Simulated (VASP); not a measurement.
# BP (F-43m) in VASP: a series of runs, part 2 of 2

VASP 6.6.1. Earlier steps stand in the parts before.

### Step 3. Single point, PBE (volume scaled by 0.94)

The input, INCAR:

```
ALGO = Normal ; EDIFF = 1E-6
ENCUT = 520 ; GGA = PE
ISIF = 2 ; ISMEAR = 0
LASPH = True ; LCHARG = False
LREAL = False ; LWAVE = False
NBANDS = 11 ; NELM = 80
PREC = Accurate ; SIGMA = 0.02
```

The input, KPOINTS:

```
k-points
0
Gamma
  10 10 10
```

The input, POSCAR:

```
BP
1.0
    0.0000000000      2.2277277175      2.2277277175
    2.2277277175      0.0000000000      2.2277277175
    2.2277277175      2.2277277175      0.0000000000
B P
1 1
Direct
    0.0000000000      0.0000000000      0.0000000000
    0.2500000000      0.2500000000      0.2500000000
```

Potentials or basis: VASP PAW PBE potentials, release 64 (B, P).

Command:

```bash
cat potpaw_PBE.64/B/POTCAR potpaw_PBE.64/P/POTCAR > POTCAR
mpirun -np 1 vasp_std > vasp.out
```

OUTCAR:

```text
EDIFF = 1E-6
   ENCUT = 520
   GGA = PE
   ISIF = 2
   ISMEAR = 0
   LASPH = True
   LREAL = False
   NELM = 80
   PREC = Accurate

 ion  position               nearest neighbor table
   1  0.000  0.000  0.000-   2 1.93   2 1.93   2 1.93   2 1.93
   2  0.250  0.250  0.250-   1 1.93   1 1.93   1 1.93   1 1.93

  LATTYP: Found a face centered cubic cell.
 ALAT       =     4.4554554350

  Lattice vectors:

 A1 = (   0.0000000000,   2.2277277175,   2.2277277175)
 A2 = (   2.2277277175,   0.0000000000,   2.2277277175)
 A3 = (   2.2277277175,   2.2277277175,   0.0000000000)

Analysis of symmetry for initial positions (statically):
=====================================================================
 Subroutine PRICEL returns:
 Original cell was already a primitive cell.

 Routine SETGRP: Setting up the symmetry group for a
 face centered cubic supercell.

 Subroutine GETGRP returns: Found 24 space group operations
 (whereof 24 operations were pure point group operations)
 out of a pool of 48 trial point group operations.

The static configuration has the point symmetry T_d .

Analysis of symmetry for dynamics (positions and initial velocities):
=====================================================================
 Subroutine PRICEL returns:
 Original cell was already a primitive cell.

 Routine SETGRP: Setting up the symmetry group for a
 face centered cubic supercell.

 Subroutine GETGRP returns: Found 24 space group operations
 (whereof 24 operations were pure point group operations)
 out of a pool of 48 trial point group operations.

The dynamic configuration has the point symmetry T_d .

 Subroutine INISYM returns: Found 24 space group operations
 (whereof 24 operations are pure point group operations),
 and found     1 'primitive' translations

----------------------------------------------------------------------------------------

                                     Primitive cell
[... 112 lines left out ...]
  volume/ion in A,a.u.               =      11.06        74.61
  Fermi-wavevector in a.u.,A,eV,Ry     =   1.166539  2.204440 18.514999  1.360814
  Thomas-Fermi vector in A             =   2.303051
   LORBIT       =      0    0 simple, 1 ext, 2 COOP (PROOUT), +10 PAW based schemes
   GGA     = PE    functional components
   LHFCALC =     F    Hartree Fock is set to
   AEXX    =    0.0000 exact exchange contribution
   IVDW    =     0    specifies the selected vdW correction
   LEPSILON=     F    determine dielectric tensor
   LRPA    =     F    only Hartree local field effects (RPA)
 non-spin polarized calculation
 Gauss-broadening in eV      SIGMA  =   0.02
  energy-cutoff  :      520.00
  volume of cell :       22.11
 maximum number of plane-waves:       610
   NGX = 11   NGY = 11   NGZ = 11

 number of electron       8.0000001 magnetization

 Free energy of the ion-electron system (eV)
  ---------------------------------------------------
  ext. energy  EPLUGINS =         0.00000000
  ---------------------------------------------------
  free energy    TOTEN  =       -12.88510726 eV

  energy without entropy =      -12.88510726  energy(sigma->0) =      -12.88510726

 E-fermi :   8.1928     XC(G=0): -11.1458

 val. band max:        8.0963828935   @ k =   0.0000   0.0000   0.0000
 cond. band min:       9.2592022406   @ k =   0.4000   0.4000   0.0000
 fundamental gap:      1.1628193471
 Fermi energy:         8.1928049044

 k-point     1 :       0.0000    0.0000    0.0000
  band No.  band energies     occupation
      1      -7.8635      2.00000
      2       8.0964      2.00000
      3       8.0964      2.00000
      4       8.0964      2.00000
      5      11.5846      0.00000
      6      11.5846      0.00000
      7      11.5846      0.00000
      8      16.3234      0.00000
      9      19.9954      0.00000
     10      20.3861      0.00000
     11      20.3861      0.00000
[... 309 lines left out ...]
 k-point    24 :       0.4000    0.3000    0.0000
  band No.  band energies     occupation
      1      -4.7772      2.00000
      2       1.8170      2.00000
      3       3.8410      2.00000
      4       4.4079      2.00000
      5       9.8643      0.00000
      6      11.7014      0.00000
      7      17.9376      0.00000
      8      17.9894      0.00000
      9      22.7545      0.00000
     10      23.6803      0.00000
     11      25.9719      0.00000

 [... further k-points ...]
[... 5 lines left out ...]
  --------------------------------------------------------------------------------------
  -------------------------------------------------------------------------------------
  Total        1.5167283      1.5167283      1.5167283      0.0000000     -0.0000000      0.0000000
  in kB      109.9011052    109.9011052    109.9011052      0.0000000     -0.0000000      0.0000000
  external PRESSURE =     109.9011052 kB  Pullay stress =       0.0000000 kB

 VOLUME and BASIS-vectors are now :
 -----------------------------------------------------------------------------
  energy-cutoff  :      520.00
  volume of cell :       22.11
      direct lattice vectors                 reciprocal lattice vectors
     0.000000000  2.227727718  2.227727718    -0.224443946  0.224443946  0.224443946
     2.227727718  0.000000000  2.227727718     0.224443946 -0.224443946  0.224443946
     2.227727718  2.227727718  0.000000000     0.224443946  0.224443946 -0.224443946

 POSITION                                       TOTAL-FORCE (eV/Angst)
 -----------------------------------------------------------------------------------
      0.00000      0.00000      0.00000        -0.000000     -0.000000     -0.000000
      1.11386      1.11386      1.11386         0.000000      0.000000      0.000000
 -----------------------------------------------------------------------------------
    total drift:                                0.000000      0.000000      0.000000

  FREE ENERGIE OF THE ION-ELECTRON SYSTEM (eV)
  ---------------------------------------------------
  free  energy   TOTEN  =       -12.8851072603 eV

  energy  without entropy=      -12.8851072603  energy(sigma->0) =      -12.88510726
```

OSZICAR:

```text
N       E                     dE             d eps       ncg     rms          rms(c)
DAV:   1     0.963506709433E+01    0.96351E+01   -0.39997E+03  1034   0.658E+02
DAV:   2    -0.130784597716E+02   -0.22714E+02   -0.21122E+02  1441   0.110E+02
DAV:   3    -0.137132970053E+02   -0.63484E+00   -0.63297E+00  1285   0.159E+01
DAV:   4    -0.137156870175E+02   -0.23900E-02   -0.23898E-02  1164   0.115E+00
DAV:   5    -0.137156980897E+02   -0.11072E-04   -0.11072E-04  1274   0.794E-02    0.780E+00
DAV:   6    -0.130018849056E+02    0.71381E+00   -0.15468E+00  1178   0.556E+00    0.420E+00
DAV:   7    -0.128929559312E+02    0.10893E+00   -0.29091E-01  1283   0.269E+00    0.140E+00
DAV:   8    -0.128845889363E+02    0.83670E-02   -0.28651E-02  1224   0.989E-01    0.210E-01
DAV:   9    -0.128849062505E+02   -0.31731E-03   -0.70109E-04  1201   0.184E-01    0.141E-01
DAV:  10    -0.128850958588E+02   -0.18961E-03   -0.23603E-04  1170   0.972E-02    0.295E-02
DAV:  11    -0.128851063904E+02   -0.10532E-04   -0.11540E-05  1317   0.225E-02    0.376E-02
DAV:  12    -0.128851072603E+02   -0.86984E-06   -0.45210E-06  1160   0.105E-02
   1 F= -.12885107E+02 E0= -.12885107E+02  d E =-.272419E-14
```

It took 5.5 s on 1 thread of Intel Xeon Platinum 8375C at 2.90GHz (Ice Lake), shared host; peak memory 0.13 GiB.

What came out:

```yaml
Free_energy: -12.8851 eV
Pressure: 11.0 GPa
Band_gap_on_the_k_mesh: 1.16 eV, indirect (least direct gap 3.49 eV)
```

Levels at points of the mesh, in eV from the valence-band top:
```tsv
k point	band 2	band 3	band 4	band 5	band 6	band 7
(0.00, 0.00, 0.00)	0.00	0.00	0.00	3.49	3.49	3.49
(0.50, 0.00, 0.00)	-9.44	-1.82	-1.82	4.12	4.75	4.75
(0.50, 0.50, 0.00)	-8.87	-4.31	-4.31	1.22	1.61	12.65
```

 A k mesh can miss the band edges.
